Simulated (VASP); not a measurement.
A run of VASP 6.6.1 is set up as follows.

Contents of INCAR:

```
SYSTEM = Hf5Te
PREC = Accurate ; ENCUT = 600
EDIFF = 1E-6 ; ISMEAR = 0
SIGMA = 0.1 ; LREAL = .False.
LASPH = .True. ; NELM = 60
ALGO = Fast ; ISIF = 3
LWAVE = .False. ; LCHARG = .False.
GGA = PE ; IBRION = 2
NSW = 100 ; EDIFFG = -0.01
```

The input KPOINTS:

```
Automatic mesh
0
Gamma
  6 6 8
  0 0 0
```

POSCAR

```
Hf5Te
1.0
    6.0294417154      0.0000000000      0.0000000000
   -3.0147208577      5.2216496962      0.0000000000
    0.0000000000      0.0000000000      4.8314944401
Hf Te
5 1
Direct
    0.5000000000      0.0000000000      0.5000000000
    0.5000000000      0.5000000000      0.5000000000
    0.0000000000      0.5000000000      0.5000000000
    0.3333333333      0.6666666667      0.0000000000
    0.6666666667      0.3333333333      0.0000000000
    0.0000000000      0.0000000000      0.0000000000
```

Potentials or basis: VASP PAW PBE potentials, release 64 (Hf_pv, Te).

Launch:

```sh
$ cat potpaw_PBE.64/Hf_pv/POTCAR potpaw_PBE.64/Te/POTCAR > POTCAR
$ mpirun -np 1 vasp_std > vasp.out
```

Q: Predict the relaxed cell.

A: a = 5.967 Å, b = 5.967 Å, c = 4.903 Å, α = 90.00°, β = 90.00°, γ = 120.00°.

Q: Predict the space group after relaxing (to 0.05 Å).

A: P6/mmm (No. 191).

Final structure:
```xyz
6
Lattice="5.9671 0.0000 0.0000 -2.9835 5.1676 0.0000 0.0000 0.0000 4.9034" Properties=species:S:1:pos:R:3 pbc="T T T"
Hf    2.9835    0.0000    2.4517
Hf    1.4918    2.5838    2.4517
Hf   -1.4918    2.5838    2.4517
Hf    0.0000    3.4451    0.0000
Hf    2.9835    1.7225    0.0000
Te    0.0000    0.0000    0.0000
```
